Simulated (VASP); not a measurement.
# Mg2B3 (P4_2/mcm) in VASP: a series of runs

The runs below take Mg2B3 through single point, relaxation of cell and atoms, with PBE.

All numbers are computed with VASP 6.6.1; they aren't measurements. Logs are shortened: lines on timing, memory, paths and dates and some standing lists are left out, and cuts for length are marked.

**1. The cell of the first run**

It takes space group P4_2/mcm (No. 132, tetragonal). Conventional cell: a = 6.755 Å, b = 6.755 Å, c = 3.134 Å, α = 90.00°, β = 90.00°, γ = 90.00°. Within 3.2 Å of Mg (site symmetry m2m) lie 6 B at 2.45 to 2.51 Å and 2 Mg at 3.13 Å. B (site symmetry 222) has 2 B at 1.57 Å within 2.1 Å. Within 2.1 Å of B (site symmetry -42m) lie 2 B at 1.57 Å.

**2. Single point, PBE**

The input, INCAR:

```
PREC = Accurate
ENCUT = 520
EDIFF = 1E-6
ISMEAR = 0
SIGMA = 0.1
LREAL = False
LASPH = True
NELM = 100
ALGO = Normal
ISIF = 2
LWAVE = False
LCHARG = False
GGA = PE
NBANDS = 24
```

The input, KPOINTS:

```
Automatic mesh
0
Gamma
  4 4 6
```

The input, POSCAR:

```
Mg2B3
1.0
    6.7547604646      0.0000000000      0.0000000000
    0.0000000000      6.7547604646      0.0000000000
    0.0000000000      0.0000000000      3.1342397257
Mg B
4 6
Direct
    0.7565332013      0.2434667987      0.0000000000
    0.2434667987      0.7565332013      0.0000000000
    0.2434667987      0.2434667987      0.5000000000
    0.7565332013      0.7565332013      0.5000000000
    0.5000000000      0.0000000000      0.7500000000
    0.5000000000      0.0000000000      0.2500000000
    0.0000000000      0.5000000000      0.7500000000
    0.0000000000      0.5000000000      0.2500000000
    0.0000000000      0.0000000000      0.7500000000
    0.0000000000      0.0000000000      0.2500000000
```

Potentials or basis: VASP PAW PBE potentials, release 64 (Mg, B).

The run is started by

```
> cat potpaw_PBE.64/Mg/POTCAR potpaw_PBE.64/B/POTCAR > POTCAR
> mpirun -np 1 vasp_std > vasp.out
```

OUTCAR:

```text
PREC = Accurate
   ENCUT = 520
   EDIFF = 1E-6
   ISMEAR = 0
   LREAL = False
   LASPH = True
   NELM = 100
   ISIF = 2
   GGA = PE

 ion  position               nearest neighbor table
   1  0.757  0.243  0.000-   9 2.45  10 2.45   7 2.51   8 2.51   5 2.51   6 2.51   3 3.64   4 3.64
                             3 3.64   4 3.64
   2  0.243  0.757  0.000-   9 2.45  10 2.45   7 2.51   8 2.51   5 2.51   6 2.51   3 3.64   4 3.64
                             3 3.64   4 3.64
   3  0.243  0.243  0.500-   9 2.45  10 2.45   7 2.51   8 2.51   5 2.51   6 2.51   1 3.64   2 3.64
                             1 3.64   2 3.64
   4  0.757  0.757  0.500-   9 2.45  10 2.45   7 2.51   8 2.51   5 2.51   6 2.51   1 3.64   2 3.64
                             1 3.64   2 3.64
   5  0.500  0.000  0.750-   6 1.57   6 1.57   3 2.51   4 2.51   1 2.51   2 2.51
   6  0.500  0.000  0.250-   5 1.57   5 1.57   3 2.51   4 2.51   1 2.51   2 2.51
   7  0.000  0.500  0.750-   8 1.57   8 1.57   3 2.51   4 2.51   1 2.51   2 2.51
   8  0.000  0.500  0.250-   7 1.57   7 1.57   3 2.51   4 2.51   1 2.51   2 2.51
   9  0.000  0.000  0.750-  10 1.57  10 1.57   3 2.45   4 2.45   1 2.45   2 2.45
  10  0.000  0.000  0.250-   9 1.57   9 1.57   3 2.45   4 2.45   1 2.45   2 2.45

  LATTYP: Found a simple tetragonal cell.
 ALAT       =     6.7547604646
 C/A-ratio  =     0.4640045701

  Lattice vectors:

 A1 = (   6.7547604646,   0.0000000000,   0.0000000000)
 A2 = (   0.0000000000,   6.7547604646,   0.0000000000)
 A3 = (   0.0000000000,   0.0000000000,   3.1342397257)

Analysis of symmetry for initial positions (statically):
=====================================================================
 Subroutine PRICEL returns:
 Original cell was already a primitive cell.

 Routine SETGRP: Setting up the symmetry group for a
 simple tetragonal supercell.

 Subroutine GETGRP returns: Found 16 space group operations
 (whereof  8 operations were pure point group operations)
 out of a pool of 16 trial point group operations.

The static configuration has the point symmetry D_2h.
 The point group associated with its full space group is D_4h.

Analysis of symmetry for dynamics (positions and initial velocities):
=====================================================================
 Subroutine PRICEL returns:
 Original cell was already a primitive cell.

 Routine SETGRP: Setting up the symmetry group for a
 simple tetragonal supercell.

 Subroutine GETGRP returns: Found 16 space group operations
 (whereof  8 operations were pure point group operations)
 out of a pool of 16 trial point group operations.

The dynamic configuration has the point symmetry D_2h.
 The point group associated with its full space group is D_4h.

 Subroutine INISYM returns: Found 16 space group operations
 (whereof  8 operations are pure point group operations),
 and found     1 'primitive' translations

----------------------------------------------------------------------------------------

                                     Primitive cell

  volume of cell :     143.0053

  direct lattice vectors                    reciprocal lattice vectors
     6.754760465  0.000000000  0.000000000     0.148043740  0.000000000  0.000000000
     0.000000000  6.754760465  0.000000000     0.000000000  0.148043740  0.000000000
     0.000000000  0.000000000  3.134239726     0.000000000  0.000000000  0.319056641

  length of vectors
     6.754760465  6.754760465  3.134239726     0.148043740  0.148043740  0.319056641

  position of ions in fractional coordinates (direct lattice)
     0.756533201  0.243466799  0.000000000
     0.243466799  0.756533201  0.000000000
     0.243466799  0.243466799  0.500000000
     0.756533201  0.756533201  0.500000000
     0.500000000  0.000000000  0.750000000
     0.500000000  0.000000000  0.250000000
     0.000000000  0.500000000  0.750000000
     0.000000000  0.500000000  0.250000000
     0.000000000  0.000000000  0.750000000
     0.000000000  0.000000000  0.250000000

  ion indices of the primitive-cell ions
   primitive index   ion index
                 1           1
                 2           2
                 3           3
                 4           4
                 5           5
                 6           6
                 7           7
                 8           8
                 9           9
                10          10

----------------------------------------------------------------------------------------

 KPOINTS: Automatic mesh

Automatic generation of k-mesh.
 Grid dimensions read from file:
 generate k-points for:    4    4    6

 Generating k-lattice:

  Cartesian coordinates                     Fractional coordinates (reciprocal lattice)
     0.037010935  0.000000000  0.000000000     0.250000000  0.000000000  0.000000000
     0.000000000  0.037010935  0.000000000     0.000000000  0.250000000  0.000000000
     0.000000000  0.000000000  0.053176107     0.000000000  0.000000000  0.166666667

  Length of vectors
     0.037010935  0.037010935  0.053176107

  Shift w.r.t. Gamma in fractional coordinates (k-lattice)
     0.000000000  0.000000000  0.000000000

 Subroutine IBZKPT returns following result:
 ===========================================

 Found     24 irreducible k-points:

 Following reciprocal coordinates:
            Coordinates               Weight
  0.000000  0.000000  0.000000      1.000000
  0.250000  0.000000  0.000000      4.000000
  0.500000  0.000000  0.000000      2.000000
  0.250000  0.250000  0.000000      4.000000
  0.500000  0.250000  0.000000      4.000000
  0.500000  0.500000  0.000000      1.000000
[... 16 lines left out ...]
  0.500000  0.250000  0.500000      4.000000
  0.500000  0.500000  0.500000      1.000000
   k-points           NKPTS =     24   k-points in BZ     NKDIM =     24   number of bands    NBANDS=     24
   number of dos      NEDOS =    301   number of ions     NIONS =     10
   total plane-waves  NPLWV =  60000
   dimension x,y,z NGX =    50 NGY =   50 NGZ =   24
   dimension x,y,z NGXF=   100 NGYF=  100 NGZF=   48
   ions per type =               4   6
   NGX,Y,Z   is equivalent  to a cutoff of  12.31, 12.31, 12.73 a.u.
   NGXF,Y,Z  is equivalent  to a cutoff of  24.61, 24.61, 25.46 a.u.
 SYSTEM =  unknown system
   PREC   = accura    normal or accurate (medium, high low for compatibility)
   ISTART =      0    job   : 0-new  1-cont  2-samecut
   ICHARG =      2    charge: 1-file 2-atom 10-const
   ISPIN  =      1    spin polarized calculation?
   LNONCOLLINEAR =      F non collinear calculations
   LSORBIT =      F    spin-orbit coupling
   LASPH  =      T    aspherical Exc in radial PAW
   ENCUT  =  520.0 eV  38.22 Ry    6.18 a.u.  12.56 12.56  5.83*2*pi/ulx,y,z
   NELM   =    100;   NELMIN=  2; NELMDL= -5     # of ELM steps
   EDIFF  = 0.1E-05   stopping-criterion for ELM
   LREAL  =      F    real-space projection
   EDIFFG = 0.1E-04   stopping-criterion for IOM
   NSW    =      0    number of steps for IOM
   IBRION =     -1    ionic relax: 0-MD 1-quasi-New 2-CG
   NFREE  =      0    steps in history (QN), initial steepest desc. (CG)
   ISIF   =      2    stress and relaxation
   ISYM   =      2    0-nonsym 1-usesym 2-fastsym
   POTIM  = 0.5000    time-step for ionic-motion
   TEBEG  =    0.0;   TEEND  =   0.0 temperature during run
   PSTRESS=    0.0 pullay stress
   NELECT =      26.0000    total number of electrons
   NUPDOWN=      -1.0000    fix difference up-down
   EMIN   =  10.00;   EMAX   =-10.00  energy-range for DOS
   EFERMI =   0.00;   METHOD = LEGACY
   ISMEAR =     0;   SIGMA  =   0.10  broadening in eV -4-tet -1-fermi 0-gaus
   EFERMI_NEDOS =   21; number of points for ismear=-14 and -15
   IALGO  =     38    algorithm
   IMIX   =      4    mixing-type and parameters
     AMIX     =   0.40;   BMIX     =  1.00
     AMIX_MAG =   1.60;   BMIX_MAG =  1.00
  volume/ion in A,a.u.               =      14.30        96.50
  Fermi-wavevector in a.u.,A,eV,Ry     =   0.927432  1.752592 11.702772  0.860129
  Thomas-Fermi vector in A             =   2.053501
   LORBIT       =      0    0 simple, 1 ext, 2 COOP (PROOUT), +10 PAW based schemes
   GGA     = PE    functional components
   LHFCALC =     F    Hartree Fock is set to
   AEXX    =    0.0000 exact exchange contribution
   IVDW    =     0    specifies the selected vdW correction
   LEPSILON=     F    determine dielectric tensor
   LRPA    =     F    only Hartree local field effects (RPA)
 non-spin polarized calculation
 Gauss-broadening in eV      SIGMA  =   0.10
  energy-cutoff  :      520.00
  volume of cell :      143.01
 maximum number of plane-waves:      3872
   NGX = 25   NGY = 25   NGZ = 11

 number of electron      25.9999998 magnetization

 Free energy of the ion-electron system (eV)
  ---------------------------------------------------
  ext. energy  EPLUGINS =         0.00000000
  ---------------------------------------------------
  free energy    TOTEN  =       -44.13069696 eV

  energy without entropy =      -44.11905262  energy(sigma->0) =      -44.12487479

 E-fermi :   3.4457     XC(G=0):  -9.2326

 val. band max:        3.4193214267   @ k =   0.5000   0.2500   0.1667
 cond. band min:       3.4826141800   @ k =   0.2500   0.0000   0.3333
 fundamental gap:      0.0632927533
 Fermi energy:         3.4456550375

 k-point     1 :       0.0000    0.0000    0.0000
  band No.  band energies     occupation
      1      -8.0294      2.00000
      2      -6.9100      2.00000
      3      -6.1511      2.00000
      4      -2.9208      2.00000
      5      -2.9208      2.00000
      6      -0.9844      2.00000
[... 16 lines left out ...]
     23       9.8330      0.00000
     24      10.1854      0.00000

 k-point     2 :       0.2500    0.0000    0.0000
  band No.  band energies     occupation
      1      -7.9202      2.00000
      2      -7.0237      2.00000
      3      -6.3007      2.00000
      4      -2.8248      2.00000
      5      -2.4063      2.00000
      6      -1.2409      2.00000
[... 586 lines left out ...]
 k-point    24 :       0.5000    0.5000    0.5000
  band No.  band energies     occupation
      1      -4.6511      2.00000
      2      -4.6511      2.00000
      3      -4.6189      2.00000
      4      -4.6189      2.00000
      5      -4.6116      2.00000
      6      -4.6116      2.00000
[... 16 lines left out ...]
     23       7.7368      0.00000
     24       7.7368      0.00000

------------------------ aborting loop because EDIFF is reached ----------------------------------------

  FORCE on cell =-STRESS in cart. coord.  units (eV):
  Direction    XX          YY          ZZ          XY          YZ          ZX
  --------------------------------------------------------------------------------------
  -------------------------------------------------------------------------------------
  Total       -0.1305296     -0.1305296     -0.1253387      0.0000000      0.0000000      0.0000000
  in kB       -1.4624045     -1.4624045     -1.4042475      0.0000000      0.0000000      0.0000000
  external PRESSURE =      -1.4430189 kB  Pullay stress =       0.0000000 kB

 VOLUME and BASIS-vectors are now :
 -----------------------------------------------------------------------------
  energy-cutoff  :      520.00
  volume of cell :      143.01
      direct lattice vectors                 reciprocal lattice vectors
     6.754760465  0.000000000  0.000000000     0.148043740  0.000000000  0.000000000
     0.000000000  6.754760465  0.000000000     0.000000000  0.148043740  0.000000000
     0.000000000  0.000000000  3.134239726     0.000000000  0.000000000  0.319056641

 POSITION                                       TOTAL-FORCE (eV/Angst)
 -----------------------------------------------------------------------------------
      5.11020      1.64456      0.00000        -0.001646      0.001646     -0.000000
      1.64456      5.11020      0.00000         0.001646     -0.001646      0.000000
      1.64456      1.64456      1.56712         0.001646      0.001646     -0.000000
      5.11020      5.11020      1.56712        -0.001646     -0.001646      0.000000
      3.37738      0.00000      2.35068         0.000000      0.000000      0.000000
      3.37738      0.00000      0.78356        -0.000000      0.000000      0.000000
      0.00000      3.37738      2.35068         0.000000      0.000000      0.000000
      0.00000      3.37738      0.78356         0.000000      0.000000     -0.000000
      0.00000      0.00000      2.35068         0.000000     -0.000000      0.000000
      0.00000      0.00000      0.78356         0.000000      0.000000      0.000000
 -----------------------------------------------------------------------------------
    total drift:                                0.000000      0.000000      0.000000

  FREE ENERGIE OF THE ION-ELECTRON SYSTEM (eV)
  ---------------------------------------------------
  free  energy   TOTEN  =       -44.1306969613 eV

  energy  without entropy=      -44.1190526222  energy(sigma->0) =      -44.12487479
```

Run time: 68 s. Hardware: 1 thread of Intel Xeon 6975P-C, shared host; peak memory 0.26 GiB.

What came out:

```yaml
Free_energy: -44.1307 eV
Pressure: -0.1 GPa
Band_gap_on_the_k_mesh: zero (band 13 reaches 4.07 eV, above the bottom of band 14 at 2.48 eV)
```

Forces in eV/Å, atoms in the order of the input:
```
Mg  -0.002  0.002  0.000
Mg   0.002 -0.002  0.000
Mg   0.002  0.002  0.000
Mg  -0.002 -0.002  0.000
B    0.000  0.000  0.000
B    0.000  0.000  0.000
B    0.000  0.000  0.000
B    0.000  0.000  0.000
B    0.000  0.000  0.000
B    0.000  0.000  0.000
```

**3. Relaxation of cell and atoms, PBE**

This run uses another cell than the first one, of 9.25 Å³/atom, 0.647 times its volume.

The input, INCAR:

```
  PREC = Accurate
  ENCUT = 600
  EDIFF = 1E-6
  ISMEAR = 0
  SIGMA = 0.1
  LREAL = False
  LASPH = True
  NELM = 60
  ALGO = Normal
  ISIF = 3
  LWAVE = False
  LCHARG = False
  GGA = PE
  IBRION = 2
  NSW = 90
  EDIFFG = -0.04
```

The input, KPOINTS:

```
regular mesh
0
Gamma
  4 4 4
```

The input, POSCAR:

```
Mg2B3
1.0
    4.5082050500      0.0000000000      0.0000000000
    0.0000000000      4.5082050500      0.0000000000
    0.0000000000      0.0000000000      4.5528875700
Mg B
4 6
Direct
    0.7381011700      0.2618988300      0.0000000000
    0.2618988300      0.7381011700      0.0000000000
    0.2618988300      0.2618988300      0.5000000000
    0.7381011700      0.7381011700      0.5000000000
    0.5000000000      0.0000000000      0.7500000000
    0.5000000000      0.0000000000      0.2500000000
    0.0000000000      0.5000000000      0.7500000000
    0.0000000000      0.5000000000      0.2500000000
    0.0000000000      0.0000000000      0.7500000000
    0.0000000000      0.0000000000      0.2500000000
```

Potentials or basis: VASP PAW PBE potentials, release 64 (Mg, B).

The run is started by

```
> cat potpaw_PBE.64/Mg/POTCAR potpaw_PBE.64/B/POTCAR > POTCAR
> mpirun -np 1 vasp_std > vasp.out
```

Run time: 11 min. Hardware: 1 thread of Intel Xeon 6975P-C, shared host; peak memory 0.23 GiB.

It converged, with:

```
Free energy                            : -44.3474 eV
Relaxed volume                         : 13.89 Å³/atom
Relaxed cell                           : a = 6.641 Å, b = 6.641 Å, c = 3.150 Å, α = 90.00°, β = 90.00°, γ = 90.00°
Space group after relaxing (to 0.05 Å) : P4_2/mcm (No. 132)
Energy gained by relaxing              : 2093.9 meV/atom
Ionic steps                            : 29
Pressure after relaxing                : -0.1 GPa
Largest force after relaxing           : 0.025 eV/Å
Band gap on the k mesh                 : zero (band 13 reaches 4.78 eV, above the bottom of band 14 at 2.57 eV)
```

Forces in eV/Å, atoms in the order of the input:
```
Mg   0.018 -0.018  0.000
Mg  -0.018  0.018  0.000
Mg  -0.018 -0.018  0.000
Mg   0.018  0.018  0.000
B    0.000  0.000  0.000
B    0.000  0.000  0.000
B    0.000  0.000  0.000
B    0.000  0.000  0.000
B    0.000  0.000  0.000
B    0.000  0.000  0.000
```

The path:
| step | energy change (eV) | largest force (eV/Å) | pressure (GPa) | volume (Å³) |
| --- | --- | --- | --- | --- |
| 1 | 0.0000 | 4.8315 | 70.21 | 92.53 |
| 2 | -7.9745 | 0.4653 | -9.03 | 157.99 |
| 3 | -8.6902 | 0.1924 | -0.63 | 136.26 |
| 4 | -8.6908 | 0.1472 | -1.20 | 137.25 |
| 5 | -8.9013 | 0.0952 | -1.19 | 136.14 |
| 6 | -9.6569 | 0.1692 | -0.37 | 132.04 |
| 7 | -14.3714 | 0.2328 | 2.73 | 120.21 |
| 8 | 63.4223 | 4.0908 | 299.32 | 80.36 |
| 9 | -15.1517 | 0.3289 | 3.61 | 118.44 |
| 10 | -13.8155 | 2.8351 | 51.69 | 101.94 |
| 11 | -17.3630 | 1.1761 | 10.80 | 113.41 |
| 12 | -17.6461 | 2.2035 | 25.46 | 107.95 |
| 13 | -17.8913 | 1.8946 | 19.63 | 109.81 |
| 14 | -17.8320 | 2.0358 | 22.12 | 108.98 |
| 15 | -18.5266 | 1.8492 | 15.35 | 113.59 |
| 16 | -19.6216 | 1.4656 | 0.16 | 128.19 |
| 17 | -19.7034 | 1.3309 | -3.48 | 133.20 |
| 18 | -20.0888 | 1.1554 | -2.54 | 134.39 |
| 19 | -20.2533 | 0.9877 | -1.12 | 135.54 |
| 20 | -20.2567 | 0.9632 | -0.84 | 135.72 |
| 21 | -20.3765 | 0.8279 | -0.91 | 135.52 |
| 22 | -20.6307 | 0.4604 | -0.96 | 134.90 |
| 23 | -20.8255 | 0.0392 | 0.31 | 133.66 |
| 24 | -20.8933 | 0.0114 | 2.58 | 133.61 |
| 25 | -20.8937 | 0.0212 | 2.86 | 133.60 |
| 26 | -20.9325 | 0.0095 | 1.07 | 137.04 |
| 27 | -20.9366 | 0.0212 | 0.28 | 138.68 |
| 28 | -20.9375 | 0.0274 | -0.39 | 139.12 |
| 29 | -20.9386 | 0.0248 | -0.11 | 138.93 |

Final structure:
```cif
data_structure
_symmetry_space_group_name_H-M 'P 1'
_symmetry_Int_Tables_number 1
_cell_length_a 6.6408
_cell_length_b 6.6408
_cell_length_c 3.1503
_cell_angle_alpha 90.000
_cell_angle_beta 90.000
_cell_angle_gamma 90.000
_cell_volume 138.93
loop_
_atom_site_label
_atom_site_type_symbol
_atom_site_fract_x
_atom_site_fract_y
_atom_site_fract_z
_atom_site_occupancy
Mg1 Mg 0.75373 0.24627 0.00000 1
Mg2 Mg 0.24627 0.75373 0.00000 1
Mg3 Mg 0.24627 0.24627 0.50000 1
Mg4 Mg 0.75373 0.75373 0.50000 1
B1 B 0.50000 0.00000 0.75000 1
B2 B 0.50000 0.00000 0.25000 1
B3 B 0.00000 0.50000 0.75000 1
B4 B 0.00000 0.50000 0.25000 1
B5 B 0.00000 0.00000 0.75000 1
B6 B 0.00000 0.00000 0.25000 1
```

Levels at points of the mesh, in eV from the Fermi level:
```tsv
k point	band 11	band 12	band 13	band 14	band 15	band 16
(0.00, 0.00, 0.00)	-1.81	-1.15	-1.15	0.24	3.81	3.81
(0.50, 0.00, 0.00)	-3.32	-1.15	-0.26	1.37	1.81	2.73
(0.50, 0.50, 0.00)	-3.52	-3.45	0.73	0.73	0.95	4.35
(0.00, 0.00, 0.50)	-0.62	-0.62	-0.44	-0.44	1.40	1.40
(0.50, 0.00, 0.50)	-1.00	-1.00	-0.37	-0.37	0.02	0.02
(0.50, 0.50, 0.50)	-0.39	-0.39	-0.34	-0.34	-0.20	-0.20
```

Caveat: the volume moved by over 15 % at a fixed basis, so the end points are rough.
